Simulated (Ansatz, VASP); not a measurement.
## Ti in VASP and in Ansatz

Contents of INCAR:

```
SYSTEM = Ti
  ALGO = Normal
  EDIFF = 1E-7
  ENCUT = 520
  GGA = PE
  ISIF = 2
  ISMEAR = -1
  LASPH = .True.
  LCHARG = .False.
  LREAL = .False.
  LWAVE = .False.
  NBANDS = 12
  NELM = 80
  PREC = Accurate
  SIGMA = 0.15
```

KPOINTS

```
k-points
0
Gamma
  20 20 20
  0 0 0
```

File POSCAR:

```
Ti
1.0
    0.0000000000      2.0462648119      2.0462648119
    2.0462648119      0.0000000000      2.0462648119
    2.0462648119      2.0462648119      0.0000000000
Ti
1
Direct
    0.0000000000      0.0000000000      0.0000000000
```

Input for Ansatz:

```yaml
crystal:
  lattice:
    - [0.0, 2.0462648119, 2.0462648119]
    - [2.0462648119, 0.0, 2.0462648119]
    - [2.0462648119, 2.0462648119, 0.0]
  atoms:
    - { symbol: Ti, position: [0.0, 0.0, 0.0] }
basis:
  ecutwfc: 420
kpoints:
  mp_grid: { grid: [20, 20, 20] }
hamiltonian:
  xc: pbe
scf:
  occupations: { method: fermi_dirac, width: 0.15 }
output:
  forces: true
  stress: true
  eigenvalues: true
  write_density: true
  write_potential: true
  elf: true
  volumetric_format: npy
```

Alike in both runs: task single point; functional PBE; k mesh 20 × 20 × 20; occupations fermi-dirac, width 0.15 eV; no spin polarisation.

|  | VASP | Ansatz |
| --- | --- | --- |
| version | VASP 6.6.1 | Ansatz 0.2.0 |
| potentials or method | VASP PAW PBE potentials, release 64 (Ti_sv), cutoff 520 eV | scalar-relativistic, plane waves, PAW |
| valence electrons in the cell | 12 | 12 |

```csv
,VASP,Ansatz,Ansatz less VASP
gap on the k mesh at the Fermi level (eV),none,none,-
pressure (GPa),1.9,2.2,+0.29
```

A gap of «none» marks a metal or a gap that the smearing closes. The functional is the same, so the differences come from potentials, cutoffs and numerics.
